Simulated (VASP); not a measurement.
Here is a VASP 6.6.1 calculation.

Contents of INCAR:

```
PREC     = Accurate       # precision mode
ENCUT    = 500            # plane-wave cutoff, eV
EDIFF    = 1E-7           # SCF threshold, eV
ISMEAR   = 0              # smearing method
SIGMA    = 0.2            # smearing width, eV
LREAL    = F              # projectors in reciprocal space
LASPH    = T              # aspherical terms in the spheres
NELM     = 200            # most SCF steps
ALGO     = Normal         # electronic algorithm
ISIF     = 3              # what is computed and relaxed
LWAVE    = F              # write WAVECAR
LCHARG   = F              # write CHGCAR
GGA      = PE             # functional
IBRION   = 2              # ionic algorithm
NSW      = 36             # ionic steps
EDIFFG   = -0.08          # ionic threshold
GGA_COMPAT= F            
NELMIN   = 4            
LMAXMIX  = 6              # l up to which the mixer works
```

KPOINTS

```
regular mesh
0
Gamma
  4 4 3
```

File POSCAR:

```
NdHf
1.0
    4.8527911600      0.0000000000      0.0000000000
    0.0000000000      4.8527911600      0.0000000000
    0.0000000000      0.0000000000      6.0630488300
Nd Hf
3 3
Direct
    0.0000000000      0.0000000000      0.5000000000
    0.0000000000      0.5000000000      0.0000000000
    0.5000000000      0.0000000000      0.0000000000
    0.5000000000      0.5000000000      0.5000000000
    0.5000000000      0.5000000000      0.0000000000
    0.0000000000      0.0000000000      0.0000000000
```

Potentials or basis: VASP PAW PBE potentials, release 64 (Nd_3, Hf_pv), 4f in core.

The run is started by

```console
$ cat potpaw_PBE.64/Nd_3/POTCAR potpaw_PBE.64/Hf_pv/POTCAR > POTCAR
$ mpirun -np 1 vasp_std > vasp.out
```

Task: Predict the space group after relaxing (to 0.1 Å).

Result: P4/mmm (No. 123).

Task: What does it give for the relaxed volume?

Result: 33.70 Å³/atom.

Task: Predict the relaxed cell.

Result: a = 6.024 Å, b = 6.024 Å, c = 5.571 Å, α = 90.00°, β = 90.00°, γ = 90.00°.

Stress tensor (GPa, compression positive):
```
-0.02  0.00  0.00
 0.00 -0.02  0.00
 0.00  0.00  0.13
```

Caveat: the volume moved by over 15 % at a fixed basis, so the end points are rough; spin-orbit coupling is left out, which moves the levels of the heavy elements; the 4f electrons are frozen in the core, so they carry no moment and show no levels. Spin polarisation is off, so any magnetic state and its effect on volume and gap are missing.
